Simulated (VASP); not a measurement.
A run of VASP 6.6.1 is set up as follows.

INCAR

```
PREC = Accurate ; ENCUT = 520
EDIFF = 1E-6 ; ISMEAR = -1
SIGMA = 0.03 ; LREAL = F
LASPH = T ; NELM = 60
ALGO = Normal ; ISIF = 2
LWAVE = F ; LCHARG = F
GGA = PE ; NBANDS = 12
```

The input KPOINTS:

```
Automatic mesh
0
Gamma
  15 15 15
```

POSCAR

```
Nb
1.0
   -1.6777022765      1.6777022765      1.6777022765
    1.6777022765     -1.6777022765      1.6777022765
    1.6777022765      1.6777022765     -1.6777022765
Nb
1
Direct
    0.0000000000      0.0000000000      0.0000000000
```

Potentials or basis: VASP PAW PBE potentials, release 64 (Nb_sv).

Run with:

```console
$ cat potpaw_PBE.64/Nb_sv/POTCAR > POTCAR
$ mpirun -np 1 vasp_std > vasp.out
```

(1) Predict the pressure.

## Answers

(1) -6.6 GPa.
